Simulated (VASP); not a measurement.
A run of VASP 6.6.1 is set up as follows.

File INCAR:

```
SYSTEM = ZnAs2C
  PREC = Accurate
  ENCUT = 600
  EDIFF = 1E-6
  ISMEAR = -1
  SIGMA = 0.02
  LREAL = .False.
  LASPH = .True.
  NELM = 120
  ALGO = Normal
  ISIF = 2
  LWAVE = .False.
  LCHARG = .True.
  GGA = PE
  LELF = .True.
  LVHAR = .True.
  NBANDS = 21
  GGA_COMPAT = .False.
```

KPOINTS

```
Automatic mesh
0
Gamma
  6 6 4
  0 0 0
```

POSCAR

```
ZnAs2C
1.0
    3.5114676356      0.0000000000      0.0000000000
    0.0000000000      3.5114676356      0.0000000000
    0.0000000000      0.0000000000      5.5342151136
Zn As C
1 2 1
Direct
    0.0000000000      0.0000000000      0.0000000000
    0.0000000000      0.5000000000      0.2956720436
    0.5000000000      0.0000000000      0.7043279564
    0.5000000000      0.5000000000      0.5000000000
```

Potentials or basis: VASP PAW PBE potentials, release 64 (Zn, As, C).

Run with:

```bash
$ cat potpaw_PBE.64/Zn/POTCAR potpaw_PBE.64/As/POTCAR potpaw_PBE.64/C/POTCAR > POTCAR
$ mpirun -np 1 vasp_std > vasp.out
```

(1) Predict the pressure.

(2) What does it give for the largest force?

(3) Predict the band gap on the k mesh.

Answers

(1) 3.0 GPa.

(2) 0.214 eV/Å.

(3) zero (bands 13 and 14 overlap by 0.28 eV).

Caveat: semilocal functionals underestimate gaps, and a narrow one can read as zero.
